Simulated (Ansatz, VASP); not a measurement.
**One calculation of InP, two programs**

```xyz
2
Lattice="0.0000 2.9691 2.9691 2.9691 0.0000 2.9691 2.9691 2.9691 0.0000" Properties=species:S:1:pos:R:3 pbc="T T T"
In    0.0000    0.0000    0.0000
P     4.4536    4.4536    4.4536
```

Alike in both runs: task single point; functional r2SCAN0; k mesh 4 × 4 × 4; occupations fermi-dirac, width 0.05 eV; no spin polarisation.

|  | VASP | Ansatz |
| --- | --- | --- |
| version | VASP 6.6.1 | Ansatz 0.2.0 |
| potentials or method | VASP PAW PBE potentials, release 64 (In_d, P) | Ansatz PAW |
| plane-wave cutoff (eV) | 520 | 500 |
| valence electrons in the cell | 18 | 18 |

|  | VASP | Ansatz | Ansatz less VASP |
| --- | --- | --- | --- |
| gap on the k mesh at the Fermi level (eV) | 2.25 | 2.19 | -0.058 |
| least direct gap on the mesh (eV) | 2.25 | 2.19 | -0.058 |
| pressure (GPa) | -2.4 | -2.2 | +0.21 |

VASP's potentials were made for PBE, not for r2SCAN0.

The k mesh is coarse, so the values compare programs but aren't converged.
